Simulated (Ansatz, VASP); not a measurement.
**Two plane-wave programs on NaTlS2**

```
CELL_PARAMETERS angstrom
4.10449 0.00000 0.00000
0.00000 4.10449 0.00000
0.00000 0.00000 6.63894
ATOMIC_POSITIONS crystal
Na 0.00000 0.00000 0.00000
S 0.00000 0.50000 0.27087
S 0.50000 0.00000 0.72913
Tl 0.50000 0.50000 0.50000
```

Alike in both runs: task single point; functional PBE-based screened hybrid; k mesh 4 × 4 × 2; no spin polarisation.

|  | VASP | Ansatz |
| --- | --- | --- |
| version | VASP 6.6.1 | Ansatz 0.2.0 |
| potentials or method | VASP PAW PBE potentials, release 64 (Na_pv, S, Tl_d) | plane waves |
| plane-wave cutoff (eV) | 520 | 420 |
| occupations | gaussian, width 0.01 eV | fixed |
| valence electrons in the cell | 32 | 34 |

```tsv
	VASP	Ansatz	Ansatz less VASP
gap on the k mesh at the Fermi level (eV)	2.69	2.69	-0.009
pressure (GPa)	-1.8	-1.8	+0.02
rms of the force components (eV/Å)	0.193	0.188	-0.0050
```

VASP's potentials were made for PBE, not for PBE-based screened hybrid. VASP's potentials hold 32 valence electrons a cell and Ansatz's 34, so a difference there can come from the potentials and not from the codes. Ansatz's warnings: stress exchange threshold loose, stress scf threshold loose.

The k mesh is coarse, so the values compare programs but aren't converged. Neither program's run includes spin-orbit coupling.
